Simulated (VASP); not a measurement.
Set up this calculation in VASP 6.6.1, as the native input.

- Task: single point
- Functional: HSE06
- Potentials or basis: VASP PAW PBE potentials, release 64 (Sr_sv, O)
- Cutoff: 520 eV
- k mesh: 6 × 6 × 6
- Occupations: gaussian, width 0.01 eV
- Spin: no spin polarisation
- Dipole correction: no
- Grid for exact exchange (PRECFOCK): Normal
- Further INCAR settings: ALGO = Normal; EDIFF = 1e-06; NBANDS = 15
- Share of exact exchange: 0.25
- Screening parameter: 0.2079 1/Å

The system is SrO.

```
Sr O
1.0
     0.00000    2.64439    2.64439
     2.64439    0.00000    2.64439
     2.64439    2.64439    0.00000
Sr O
1 1
Cartesian
  0.0000 0.0000 0.0000
  2.6444 2.6444 2.6444
```

This cell differs from its parent crystal: strain +2.5%.

These files were run (other wordings do the same):

POSCAR

```
SrO
1.0
    0.0000000000      2.6443896353      2.6443896353
    2.6443896353      0.0000000000      2.6443896353
    2.6443896353      2.6443896353      0.0000000000
Sr O
1 1
Direct
    0.0000000000      0.0000000000      0.0000000000
    0.5000000000      0.5000000000      0.5000000000
```

INCAR.step1

```
SYSTEM = SrO
ALGO = Normal ; EDIFF = 1E-5
ENCUT = 520 ; GGA = PE
ISIF = 2 ; ISMEAR = 0
LASPH = .True. ; LREAL = .False.
LWAVE = .True. ; NBANDS = 15
NELM = 80 ; PREC = Accurate
SIGMA = 0.01
```

INCAR.step2

```
SYSTEM = SrO
ALGO = Normal ; EDIFF = 1E-6
ENCUT = 520 ; GGA = PE
HFSCREEN = 0.2079 ; ISIF = 2
ISMEAR = 0 ; ISTART = 1
LASPH = .True. ; LCHARG = .True.
LELF = .True. ; LHFCALC = .True.
LREAL = .False. ; LVHAR = .True.
LWAVE = .False. ; NBANDS = 15
NELM = 80 ; PREC = Accurate
PRECFOCK = Normal ; SIGMA = 0.01
```

KPOINTS

```
k-points
0
Gamma
  6 6 6
  0 0 0
```

Potentials or basis: VASP PAW PBE potentials, release 64 (Sr_sv, O).

Run with:

```console
$ cat potpaw_PBE.64/Sr_sv/POTCAR potpaw_PBE.64/O/POTCAR > POTCAR
$ cp INCAR.step1 INCAR
$ mpirun -np 1 vasp_std > vasp.out
$ cp INCAR.step2 INCAR
$ mpirun -np 1 vasp_std > vasp.out
```

It gave:

* Pressure: -5.7 GPa
* Band gap on the k mesh: 4.74 eV (least direct gap 4.84 eV)

Caveat: the cell differs from its parent crystal (strain +2.5%); the cell stands under tension; the PAW data sets were made with another functional, which shifts forces and pressure a little.

Run time: 74 min on 1 thread of Intel Xeon 8259CL, with other jobs on the host, peak memory 0.28 GiB.
